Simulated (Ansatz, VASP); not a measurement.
**One calculation of O, two programs**

```
CELL_PARAMETERS angstrom
1.42808 0.82450 3.41962
-1.42808 0.82450 3.41962
0.00000 -1.64900 3.41962
ATOMIC_POSITIONS crystal
O 0.05770 0.05770 0.05770
O 0.94230 0.94230 0.94230
```

Change from the starting cell: volume scaled by 1.01, PAW files.

Alike in both runs: task electric field gradients; functional PBEsol; k mesh 10 × 10 × 10; occupations fermi-dirac, width 0.02 eV; no spin polarisation.

|  | VASP | Ansatz |
| --- | --- | --- |
| version | VASP 6.6.1 | Ansatz 0.2.0 |
| potentials or method | VASP PAW PBE potentials, release 64 (O) | PAW with Ansatz's default frozen-core files, scalar-relativistic |
| plane-wave cutoff (eV) | 520 | 420 |
| valence electrons in the cell | 12 | 12 |

|  | VASP | Ansatz | Ansatz less VASP |
| --- | --- | --- | --- |
| pressure (GPa) | 4.7 | 0.5 | -4.21 |
| traceless stress, the component that is largest in VASP (GPa) | 27.18 | 17.98 | -9.202 |
| rms of the force components (eV/Å) | 2.046 | 1.016 | -1.0296 |
| size of Vzz on the site where it differs most (V/Å²) | 117.2 | 116.2 | -1.02 |

VASP's potentials were made for PBE, not for PBEsol. Atom by atom the forces differ by 1.030 eV/Å (rms over components). The functional is the same, so the differences come from potentials, cutoffs and numerics.

Noted on VASP's run: the standard files for N, O and F lose accuracy on very short bonds; spin is off for a triplet molecule.
